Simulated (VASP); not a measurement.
# SnO (Romarchite) (P4/nmm) in VASP: further runs

SnO (Romarchite) is run at these levels: PBE; tasks: single point.

Everything below comes from runs of VASP 6.6.1. Logs are shortened: lines on timing, memory, paths and dates and some standing lists are left out, and cuts for length are marked.

### 1 The cell of the first run

The structure is tetragonal, space group P4/nmm (No. 129). The conventional cell has a = 3.865 Å, b = 3.865 Å, c = 4.925 Å, α = 90.00°, β = 90.00°, γ = 90.00°. Within 3.0 Å of Sn (site symmetry 4mm) lie 4 O at 2.26 Å. O (site symmetry -4m2) has 4 Sn at 2.26 Å and 4 O at 2.73 Å within 3.0 Å.

### 2 Single point, PBE

File INCAR:

```
ALGO = Normal
EDIFF = 1E-7
ENCUT = 520
GGA = PE
ISIF = 2
ISMEAR = -1
LASPH = True
LCHARG = True
LELF = True
LREAL = False
LVHAR = True
LWAVE = False
NBANDS = 28
NELM = 60
PREC = Accurate
SIGMA = 0.1
```

File KPOINTS:

```
k-points
0
Gamma
  6 6 4
```

File POSCAR:

```
SnO
1.0
    3.8649644759      0.0000000000      0.0000000000
    0.0000000000      3.8649644759      0.0000000000
    0.0000000000      0.0000000000      4.9253725149
Sn O
2 2
Direct
    0.5000000000      0.0000000000      0.2369000000
    0.0000000000      0.5000000000      0.7631000000
    0.0000000000      0.0000000000      0.0000000000
    0.5000000000      0.5000000000      0.0000000000
```

Potentials or basis: VASP PAW PBE potentials, release 64 (Sn_d, O).

Run with:

```
> cat potpaw_PBE.64/Sn_d/POTCAR potpaw_PBE.64/O/POTCAR > POTCAR
> mpirun -np 1 vasp_std > vasp.out
```

OUTCAR:

```text
EDIFF = 1E-7
   ENCUT = 520
   GGA = PE
   ISIF = 2
   ISMEAR = -1
   LASPH = True
   LREAL = False
   NELM = 60
   PREC = Accurate

 ion  position               nearest neighbor table
   1  0.500  0.000  0.237-   3 2.26   4 2.26   4 2.26   3 2.26   2 3.59   2 3.59   2 3.59   2 3.59

   2  0.000  0.500  0.763-   3 2.26   4 2.26   3 2.26   4 2.26   1 3.59   1 3.59   1 3.59   1 3.59

   3  0.000  0.000  0.000-   1 2.26   2 2.26   2 2.26   1 2.26
   4  0.500  0.500  0.000-   1 2.26   2 2.26   1 2.26   2 2.26

  LATTYP: Found a simple tetragonal cell.
 ALAT       =     3.8649644759
 C/A-ratio  =     1.2743642395

  Lattice vectors:

 A1 = (   3.8649644759,   0.0000000000,   0.0000000000)
 A2 = (   0.0000000000,   3.8649644759,   0.0000000000)
 A3 = (   0.0000000000,   0.0000000000,   4.9253725149)

Analysis of symmetry for initial positions (statically):
=====================================================================
 Subroutine PRICEL returns:
 Original cell was already a primitive cell.

 Routine SETGRP: Setting up the symmetry group for a
 simple tetragonal supercell.

 Subroutine GETGRP returns: Found 16 space group operations
 (whereof  8 operations were pure point group operations)
 out of a pool of 16 trial point group operations.

The static configuration has the point symmetry D_2d.
 The point group associated with its full space group is D_4h.

Analysis of symmetry for dynamics (positions and initial velocities):
=====================================================================
 Subroutine PRICEL returns:
 Original cell was already a primitive cell.

 Routine SETGRP: Setting up the symmetry group for a
 simple tetragonal supercell.

 Subroutine GETGRP returns: Found 16 space group operations
 (whereof  8 operations were pure point group operations)
 out of a pool of 16 trial point group operations.

The dynamic configuration has the point symmetry D_2d.
 The point group associated with its full space group is D_4h.

 Subroutine INISYM returns: Found 16 space group operations
 (whereof  8 operations are pure point group operations),
 and found     1 'primitive' translations

----------------------------------------------------------------------------------------

                                     Primitive cell

  volume of cell :      73.5750

[... 84 lines left out ...]
   ISTART =      0    job   : 0-new  1-cont  2-samecut
   ICHARG =      2    charge: 1-file 2-atom 10-const
   ISPIN  =      1    spin polarized calculation?
   LNONCOLLINEAR =      F non collinear calculations
   LSORBIT =      F    spin-orbit coupling
   LASPH  =      T    aspherical Exc in radial PAW
   ENCUT  =  520.0 eV  38.22 Ry    6.18 a.u.   7.19  7.19  9.16*2*pi/ulx,y,z
   NELM   =     60;   NELMIN=  2; NELMDL= -5     # of ELM steps
   EDIFF  = 0.1E-06   stopping-criterion for ELM
   LREAL  =      F    real-space projection
   EDIFFG = 0.1E-05   stopping-criterion for IOM
   NSW    =      0    number of steps for IOM
   IBRION =     -1    ionic relax: 0-MD 1-quasi-New 2-CG
   NFREE  =      0    steps in history (QN), initial steepest desc. (CG)
   ISIF   =      2    stress and relaxation
   ISYM   =      2    0-nonsym 1-usesym 2-fastsym
   POTIM  = 0.5000    time-step for ionic-motion
   TEBEG  =    0.0;   TEEND  =   0.0 temperature during run
   PSTRESS=    0.0 pullay stress
   NELECT =      40.0000    total number of electrons
   NUPDOWN=      -1.0000    fix difference up-down
   EMIN   =  10.00;   EMAX   =-10.00  energy-range for DOS
   EFERMI =   0.00;   METHOD = LEGACY
   ISMEAR =    -1;   SIGMA  =   0.10  broadening in eV -4-tet -1-fermi 0-gaus
   EFERMI_NEDOS =   21; number of points for ismear=-14 and -15
   IALGO  =     38    algorithm
   IMIX   =      4    mixing-type and parameters
     AMIX     =   0.40;   BMIX     =  1.00
     AMIX_MAG =   1.60;   BMIX_MAG =  1.00
  volume/ion in A,a.u.               =      18.39       124.13
  Fermi-wavevector in a.u.,A,eV,Ry     =   1.336138  2.524936 24.290018  1.785266
  Thomas-Fermi vector in A             =   2.464788
   LORBIT       =      0    0 simple, 1 ext, 2 COOP (PROOUT), +10 PAW based schemes
   GGA     = PE    functional components
   LHFCALC =     F    Hartree Fock is set to
   AEXX    =    0.0000 exact exchange contribution
   IVDW    =     0    specifies the selected vdW correction
   LEPSILON=     F    determine dielectric tensor
   LRPA    =     F    only Hartree local field effects (RPA)
 non-spin polarized calculation
  energy-cutoff  :      520.00
  volume of cell :       73.57
 maximum number of plane-waves:      2012
 NGX is ok and might be reduce to    30
   NGX = 15   NGY = 15   NGZ = 19

 number of electron      39.9999989 magnetization

 Free energy of the ion-electron system (eV)
  ---------------------------------------------------
  ext. energy  EPLUGINS =         0.00000000
  ---------------------------------------------------
  free energy    TOTEN  =       -22.72175864 eV

  energy without entropy =      -22.71713571  energy(sigma->0) =      -22.71944717

 E-fermi :   6.6403     XC(G=0): -10.0059

 val. band max:        6.4710672137   @ k =   0.0000   0.0000   0.0000
 cond. band min:       6.7289873550   @ k =   0.5000   0.5000   0.0000
 fundamental gap:      0.2579201413
 Fermi energy:         6.6402843288

 k-point     1 :       0.0000    0.0000    0.0000
  band No.  band energies     occupation
      1     -15.3133      2.00000
      2     -14.9564      2.00000
      3     -14.9564      2.00000
      4     -14.9562      2.00000
      5     -14.9256      2.00000
      6     -14.9129      2.00000
[... 733 lines left out ...]
     27      15.4574      0.00000
     28      15.4574      0.00000

 [... further k-points ...]
[... 5 lines left out ...]
  --------------------------------------------------------------------------------------
  -------------------------------------------------------------------------------------
  Total        0.0046794      0.0046794      0.0473684      0.0000000     -0.0000000      0.0000000
  in kB        0.1018997      0.1018997      1.0315009      0.0000000     -0.0000000      0.0000000
  external PRESSURE =       0.4117667 kB  Pullay stress =       0.0000000 kB

 VOLUME and BASIS-vectors are now :
 -----------------------------------------------------------------------------
  energy-cutoff  :      520.00
  volume of cell :       73.57
      direct lattice vectors                 reciprocal lattice vectors
     3.864964476  0.000000000  0.000000000     0.258734590  0.000000000  0.000000000
     0.000000000  3.864964476  0.000000000     0.000000000  0.258734590  0.000000000
     0.000000000  0.000000000  4.925372515     0.000000000  0.000000000  0.203030329

 POSITION                                       TOTAL-FORCE (eV/Angst)
 -----------------------------------------------------------------------------------
      1.93248      0.00000      1.16682         0.000000     -0.000000     -0.103807
      0.00000      1.93248      3.75855        -0.000000     -0.000000      0.103807
      0.00000      0.00000      0.00000         0.000000      0.000000      0.000000
      1.93248      1.93248      0.00000         0.000000     -0.000000      0.000000
 -----------------------------------------------------------------------------------
    total drift:                                0.000000      0.000000      0.000000

  FREE ENERGIE OF THE ION-ELECTRON SYSTEM (eV)
  ---------------------------------------------------
  free  energy   TOTEN  =       -22.7217586448 eV

  energy  without entropy=      -22.7171357050  energy(sigma->0) =      -22.71944717
```

OSZICAR:

```text
N       E                     dE             d eps       ncg     rms          rms(c)
DAV:   1     0.410653100874E+03    0.41065E+03   -0.19888E+04  1756   0.214E+03
DAV:   2     0.351468017384E+02   -0.37551E+03   -0.36131E+03  1740   0.535E+02
DAV:   3    -0.236041035492E+02   -0.58751E+02   -0.57628E+02  1904   0.178E+02
DAV:   4    -0.264363622295E+02   -0.28323E+01   -0.28178E+01  1900   0.415E+01
DAV:   5    -0.265073698422E+02   -0.71008E-01   -0.71000E-01  1800   0.707E+00    0.117E+01
DAV:   6    -0.227838097283E+02    0.37236E+01   -0.17882E+01  2692   0.457E+01    0.513E+00
DAV:   7    -0.227421326155E+02    0.41677E-01   -0.22172E+00  1976   0.879E+00    0.248E+00
DAV:   8    -0.227279104447E+02    0.14222E-01   -0.29693E-01  2012   0.353E+00    0.807E-01
DAV:   9    -0.227208038932E+02    0.71066E-02   -0.45362E-02  2680   0.207E+00    0.248E-01
DAV:  10    -0.227222693180E+02   -0.14654E-02   -0.82662E-03  2276   0.808E-01    0.168E-01
DAV:  11    -0.227217248488E+02    0.54447E-03   -0.27447E-03  2544   0.453E-01    0.216E-02
DAV:  12    -0.227217615505E+02   -0.36702E-04   -0.31602E-04  1740   0.106E-01    0.308E-02
DAV:  13    -0.227217589883E+02    0.25621E-05   -0.29201E-05  2064   0.450E-02    0.453E-03
DAV:  14    -0.227217586192E+02    0.36911E-06   -0.32599E-06  2128   0.115E-02    0.325E-03
DAV:  15    -0.227217586448E+02   -0.25539E-07   -0.13895E-07  1308   0.274E-03
   1 F= -.22721759E+02 E0= -.22719447E+02  d E =-.462294E-02
```

It took 38 s on 1 thread of AMD EPYC 9R14 (Zen 4), shared host; peak memory 0.17 GiB.

Results:

```
Free energy            : -22.7218 eV
Pressure               : 0.0 GPa
Largest force          : 0.104 eV/Å
Band gap on the k mesh : 0.26 eV, indirect (least direct gap 2.02 eV)
```

Forces in eV/Å, atoms in the order of the input:
```
Sn   0.000  0.000 -0.104
Sn   0.000  0.000  0.104
O    0.000  0.000  0.000
O    0.000  0.000  0.000
```

Caveat: spin-orbit coupling is left out, which moves the levels of the heavy elements.

### 3 Single point, PBE

This run uses another cell than the first one, of 18.86 Å³/atom, 1.025 times its volume.

File INCAR:

```
SYSTEM = SnO
PREC = Accurate
ENCUT = 520
EDIFF = 1E-6
ISMEAR = -1
SIGMA = 0.1
LREAL = .FALSE.
LASPH = .TRUE.
NELM = 80
ALGO = Normal
ISIF = 2
LWAVE = .FALSE.
LCHARG = .FALSE.
GGA = PE
NBANDS = 28
```

File KPOINTS:

```
regular mesh
0
G
  6 6 4
  0 0 0
```

File POSCAR:

```
SnO
1.0
    3.8973087786      0.0000000000      0.0000000000
    0.0000000000      3.8973087786      0.0000000000
    0.0000000000      0.0000000000      4.9665909376
Sn O
2 2
Direct
    0.5000000000      0.0000000000      0.2369000000
    0.0000000000      0.5000000000      0.7631000000
    0.0000000000      0.0000000000      0.0000000000
    0.5000000000      0.5000000000      0.0000000000
```

Potentials or basis: VASP PAW PBE potentials, release 64 (Sn_d, O).

Run with:

```
> cat potpaw_PBE.64/Sn_d/POTCAR potpaw_PBE.64/O/POTCAR > POTCAR
> mpirun -np 1 vasp_std > vasp.out
```

OUTCAR:

```text
SYSTEM = SnO
   PREC = Accurate
   ENCUT = 520
   EDIFF = 1E-6
   ISMEAR = -1
   LREAL = .FALSE.
   LASPH = .TRUE.
   NELM = 80
   ISIF = 2
   GGA = PE

 ion  position               nearest neighbor table
   1  0.500  0.000  0.237-   3 2.28   4 2.28   4 2.28   3 2.28   2 3.62   2 3.62   2 3.62   2 3.62

   2  0.000  0.500  0.763-   3 2.28   4 2.28   3 2.28   4 2.28   1 3.62   1 3.62   1 3.62   1 3.62

   3  0.000  0.000  0.000-   1 2.28   2 2.28   2 2.28   1 2.28
   4  0.500  0.500  0.000-   1 2.28   2 2.28   1 2.28   2 2.28

  LATTYP: Found a simple tetragonal cell.
 ALAT       =     3.8973087786
 C/A-ratio  =     1.2743642395

  Lattice vectors:

 A1 = (   3.8973087786,   0.0000000000,   0.0000000000)
 A2 = (   0.0000000000,   3.8973087786,   0.0000000000)
 A3 = (   0.0000000000,   0.0000000000,   4.9665909376)

Analysis of symmetry for initial positions (statically):
=====================================================================
 Subroutine PRICEL returns:
 Original cell was already a primitive cell.

 Routine SETGRP: Setting up the symmetry group for a
 simple tetragonal supercell.

 Subroutine GETGRP returns: Found 16 space group operations
 (whereof  8 operations were pure point group operations)
[... 166 lines left out ...]
  free energy    TOTEN  =       -22.71186358 eV

  energy without entropy =      -22.70811424  energy(sigma->0) =      -22.70998891

 E-fermi :   6.3213     XC(G=0):  -9.8812

 val. band max:        6.1132447962   @ k =   0.0000   0.0000   0.0000
 cond. band min:       6.4542108697   @ k =   0.5000   0.5000   0.0000
 fundamental gap:      0.3409660736
 Fermi energy:         6.3212540584

 k-point     1 :       0.0000    0.0000    0.0000
  band No.  band energies     occupation
      1     -15.5457      2.00000
      2     -15.2308      2.00000
      3     -15.2299      2.00000
      4     -15.2299      2.00000
      5     -15.2059      2.00000
      6     -15.1909      2.00000
[... 733 lines left out ...]
     27      15.1099      0.00000
     28      15.1099      0.00000

 [... further k-points ...]
[... 5 lines left out ...]
  --------------------------------------------------------------------------------------
  -------------------------------------------------------------------------------------
  Total       -1.0079998     -1.0079998     -0.7662739      0.0000000      0.0000000      0.0000000
  in kB      -21.4083399    -21.4083399    -16.2744602      0.0000000      0.0000000      0.0000000
  external PRESSURE =     -19.6970466 kB  Pullay stress =       0.0000000 kB

 VOLUME and BASIS-vectors are now :
 -----------------------------------------------------------------------------
  energy-cutoff  :      520.00
  volume of cell :       75.44
      direct lattice vectors                 reciprocal lattice vectors
     3.897308779  0.000000000  0.000000000     0.256587316  0.000000000  0.000000000
     0.000000000  3.897308779  0.000000000     0.000000000  0.256587316  0.000000000
     0.000000000  0.000000000  4.966590938     0.000000000  0.000000000  0.201345352

 POSITION                                       TOTAL-FORCE (eV/Angst)
 -----------------------------------------------------------------------------------
      1.94865      0.00000      1.17659         0.000000     -0.000000     -0.416497
      0.00000      1.94865      3.79001        -0.000000     -0.000000      0.416497
      0.00000      0.00000      0.00000         0.000000      0.000000     -0.000000
      1.94865      1.94865      0.00000         0.000000     -0.000000     -0.000000
 -----------------------------------------------------------------------------------
    total drift:                                0.000000      0.000000     -0.000000

  FREE ENERGIE OF THE ION-ELECTRON SYSTEM (eV)
  ---------------------------------------------------
  free  energy   TOTEN  =       -22.7118635776 eV

  energy  without entropy=      -22.7081142435  energy(sigma->0) =      -22.70998891
```

OSZICAR:

```text
N       E                     dE             d eps       ncg     rms          rms(c)
DAV:   1     0.420103524609E+03    0.42010E+03   -0.19807E+04  1716   0.213E+03
DAV:   2     0.378082630702E+02   -0.38230E+03   -0.36657E+03  1744   0.538E+02
DAV:   3    -0.235121359134E+02   -0.61320E+02   -0.59967E+02  1948   0.181E+02
DAV:   4    -0.264850613366E+02   -0.29729E+01   -0.29588E+01  1888   0.428E+01
DAV:   5    -0.265568188200E+02   -0.71757E-01   -0.71749E-01  1812   0.723E+00    0.117E+01
DAV:   6    -0.227976675589E+02    0.37592E+01   -0.18605E+01  2696   0.465E+01    0.526E+00
DAV:   7    -0.227337588690E+02    0.63909E-01   -0.23590E+00  1976   0.893E+00    0.249E+00
DAV:   8    -0.227177392345E+02    0.16020E-01   -0.30620E-01  1892   0.350E+00    0.807E-01
DAV:   9    -0.227108858730E+02    0.68534E-02   -0.45014E-02  2588   0.197E+00    0.252E-01
DAV:  10    -0.227124557662E+02   -0.15699E-02   -0.89743E-03  2272   0.817E-01    0.178E-01
DAV:  11    -0.227118309784E+02    0.62479E-03   -0.32213E-03  2540   0.467E-01    0.224E-02
DAV:  12    -0.227118625952E+02   -0.31617E-04   -0.32289E-04  1732   0.117E-01    0.265E-02
DAV:  13    -0.227118644873E+02   -0.18921E-05   -0.20848E-05  2004   0.320E-02    0.819E-03
DAV:  14    -0.227118635776E+02    0.90971E-06   -0.38360E-06  1568   0.126E-02
   1 F= -.22711864E+02 E0= -.22709989E+02  d E =-.374933E-02
```

It took 34 s on 1 thread of AMD EPYC 9R14 (Zen 4), shared host; peak memory 0.17 GiB.

What came out:

* Free energy: -22.7119 eV
* Pressure: -2.0 GPa
* Largest force: 0.416 eV/Å
* Band gap on the k mesh: 0.34 eV, indirect (least direct gap 1.99 eV)

Forces in eV/Å, atoms in the order of the input:
```
Sn   0.000  0.000 -0.416
Sn   0.000  0.000  0.416
O    0.000  0.000  0.000
O    0.000  0.000  0.000
```

Stress tensor (GPa, compression positive):
```
-2.14  0.00  0.00
 0.00 -2.14  0.00
 0.00  0.00 -1.63
```

Levels at points of the mesh, in eV from the valence-band top:
| k point | band 16 | band 17 | band 18 | band 19 | band 20 | band 21 | band 22 | band 23 | band 24 | band 25 |
| --- | --- | --- | --- | --- | --- | --- | --- | --- | --- | --- |
| (0.00, 0.00, 0.00) | -5.59 | -2.99 | -2.71 | -2.71 | 0.00 | 1.99 | 4.41 | 4.68 | 4.68 | 5.63 |
| (0.50, 0.00, 0.00) | -4.41 | -4.26 | -4.26 | -2.35 | -2.35 | 3.11 | 3.11 | 5.78 | 5.78 | 5.82 |
| (0.50, 0.50, 0.00) | -4.52 | -2.08 | -2.08 | -1.75 | -1.75 | 0.34 | 0.34 | 4.57 | 4.57 | 6.97 |
| (0.00, 0.00, 0.50) | -3.30 | -3.06 | -2.72 | -2.72 | -1.85 | 1.78 | 3.11 | 3.11 | 3.66 | 7.77 |
| (0.50, 0.00, 0.50) | -4.85 | -4.23 | -4.23 | -1.49 | -1.49 | 2.56 | 2.56 | 5.36 | 5.36 | 6.46 |
| (0.50, 0.50, 0.50) | -4.93 | -2.45 | -2.45 | -2.08 | -2.08 | 2.52 | 2.52 | 3.92 | 3.92 | 5.49 |

Caveat: spin-orbit coupling is left out, which moves the levels of the heavy elements. A k mesh can miss the band edges.
